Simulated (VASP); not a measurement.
GaGe3, 4 atoms in the cell. Symmetry: Pm-3m, No. 221, cubic system. The conventional cell has a = 4.221 Å, b = 4.221 Å, c = 4.221 Å, α = 90.00°, β = 90.00°, γ = 90.00°. Ge (site symmetry 4/mmm) has 8 Ge at 2.98 Å and 4 Ga at 2.98 Å within 3.9 Å. Within 3.9 Å of Ga (site symmetry m-3m) lie 12 Ge at 2.98 Å.  This cell differs from its parent crystal: volume scaled by 0.96.

- Program: VASP 6.6.1
- Task: single point
- Functional: LDA
- Potentials or basis: VASP PAW LDA potentials, release 64 (Ge_d, Ga_d)
- Cutoff: 520 eV
- k mesh: 6 × 6 × 6
- Occupations: fermi-dirac, width 0.05 eV
- Spin: no spin polarisation
- Dipole correction: no
- Further INCAR settings: ALGO = Normal; EDIFF = 1e-06; NBANDS = 36

Potentials or basis: VASP PAW LDA potentials, release 64 (Ge_d, Ga_d).

Command:

```console
$ cat potpaw_LDA.64/Ge_d/POTCAR potpaw_LDA.64/Ga_d/POTCAR > POTCAR
$ mpirun -np 1 vasp_std > vasp.out
```

Hardware: 1 thread of Intel Xeon 6975P-C, on a shared host.

Estimate the wall time of this run.

It took 18 s on 1 thread of Intel Xeon 6975P-C, with other jobs on the host, peak memory 0.18 GiB. Counts: scf iterations 11, k points 20.
